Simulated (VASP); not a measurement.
Input of a VASP 6.6.1 run:

INCAR

```
SYSTEM = H14SO6
PREC = Accurate
ENCUT = 520
EDIFF = 1E-6
ISMEAR = -1
SIGMA = 0.02
LREAL = Auto
LASPH = .True.
NELM = 100
ALGO = Normal
ISIF = 2
LWAVE = .False.
LCHARG = .False.
GGA = CA
NBANDS = 44
```

KPOINTS

```
regular mesh
0
Gamma
  1 1 1
  0 0 0
```

Contents of POSCAR:

```
H14SO6
1.0
    6.2144650000      0.0000000000      0.0000000000
    0.0000000000      6.2144650000      0.0000000000
    0.0000000000      0.0000000000      6.2144650000
O H S
6 14 1
Direct
    0.4672164056      0.5488485332      0.3542058729
    0.4952316893      0.5853762150      0.7692858516
    0.7447946042      0.9031831380      0.9797142634
    0.2235268845      0.4325070622      0.0761288381
    0.6914030411     -0.0974822451      0.4921582147
    1.0615877634      0.8071008526      0.2859618648
    0.4425642433      0.6979361860      0.3254342892
    0.3727915436      0.4974201319      0.2490158043
    0.4834366273      0.5534506993      0.6069066283
    0.4491939370      0.7208504674      0.7271100569
    0.6544408891      0.8576120390      0.8562603539
    0.8558902496      1.0022262576      0.9144149979
    0.1190931158      0.3501990920      0.0199856303
    0.3048693653      0.4857698933     -0.0543570525
    0.6797528025      0.0531340992      0.5286376221
    0.8010182695     -0.0830320872      0.3768787820
    1.0441284970      0.8048158611      0.1368259376
    1.0196855240      0.6716587832      0.3687847626
    0.7891749330      0.2399884785      0.6556638423
    0.8158063486      0.3666928690      0.5003809660
    0.9643790737      0.3709410223      0.6610062169
```

Potentials or basis: VASP PAW LDA potentials, release 64 (O, H, S).

Run with:

```sh
$ cat potpaw_LDA.64/O/POTCAR potpaw_LDA.64/H/POTCAR potpaw_LDA.64/S/POTCAR > POTCAR
$ mpirun -np 1 vasp_gam > vasp.out
```

(1) What does it give for the largest force?

(2) Predict the pressure.

Answers

(1) 5.076 eV/Å.

(2) 3.7 GPa.

Caveat: the k points lie up to 1.01 Å⁻¹ apart; the atoms stand as in a frame of molecular dynamics.
